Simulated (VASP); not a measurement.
A run of VASP 6.6.1 is set up as follows.

File INCAR:

```
SYSTEM = FePt
PREC = Accurate ; ENCUT = 520
EDIFF = 1E-6 ; ISMEAR = -1
SIGMA = 0.05 ; LREAL = .False.
LASPH = .True. ; NELM = 150
ALGO = Normal ; ISIF = 2
LWAVE = .False. ; LCHARG = .False.
ISPIN = 2 ; MAGMOM = 0 3.8
LORBIT = 11 ; NUPDOWN = 3.8
LMAXMIX = 4 ; GGA = PE
NBANDS = 20
```

The input KPOINTS:

```
regular mesh
0
Gamma
  8 8 6
  0 0 0
```

POSCAR

```
FePt
1.0
    2.7235000000      0.0000000000      0.0000000000
    0.0000000000      2.7235000000      0.0000000000
    0.0000000000      0.0000000000      3.7200000000
Pt Fe
1 1
Direct
    0.5000000000      0.5000000000      0.5000000000
    0.0000000000      0.0000000000      0.0000000000
```

Potentials or basis: VASP PAW PBE potentials, release 64 (Pt, Fe).

Launch:

```bash
$ cat potpaw_PBE.64/Pt/POTCAR potpaw_PBE.64/Fe/POTCAR > POTCAR
$ mpirun -np 1 vasp_std > vasp.out
```

(1) What does it give for the pressure?

Answers

(1) 7.8 GPa.

Caveat: the total moment is fixed, so each spin has its own Fermi level.
